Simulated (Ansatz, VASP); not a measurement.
## Two plane-wave programs on TiAl3

```
CELL_PARAMETERS angstrom
-2.02783 2.09717 4.24176
2.02783 -2.09717 4.24176
2.02783 2.09717 -4.24176
ATOMIC_POSITIONS crystal
Ti 0.00000 0.00000 0.00000
Al 0.50000 0.50000 0.00000
Al 0.75000 0.25000 0.50000
Al 0.25000 0.75000 0.50000
```

Change from the starting cell: normal strain along x +0.0733, normal strain along y +0.1100.

Alike in both runs: task single point; functional LDA; k mesh 14 × 14 × 14; occupations gaussian, width 0.15 eV; no spin polarisation.

|  | VASP | Ansatz |
| --- | --- | --- |
| version | VASP 6.6.1 | Ansatz 0.2.0 |
| potentials or method | VASP PAW LDA potentials, release 64 (Ti_sv, Al), cutoff 520 eV | scalar-relativistic, plane waves, PAW |
| valence electrons in the cell | 21 | 21 |

|  | VASP | Ansatz | Ansatz less VASP |
| --- | --- | --- | --- |
| gap on the k mesh at the Fermi level (eV) | none | none | - |
| pressure (GPa) | -13.9 | -14.0 | -0.08 |
| traceless stress, the component that is largest in VASP (GPa) | 7.18 | 7.16 | -0.019 |
| rms of the force components (eV/Å) | 0.011 | 0.011 | +0.0001 |

Ansatz warns that its potentials were made for another functional, while VASP's fit it. LDA's correlation is that of Perdew and Zunger in VASP and of Perdew and Wang (1992) in Ansatz. Atom by atom the forces differ by 0.000 eV/Å (rms over components). A gap of «none» marks a metal or a gap that the smearing closes.
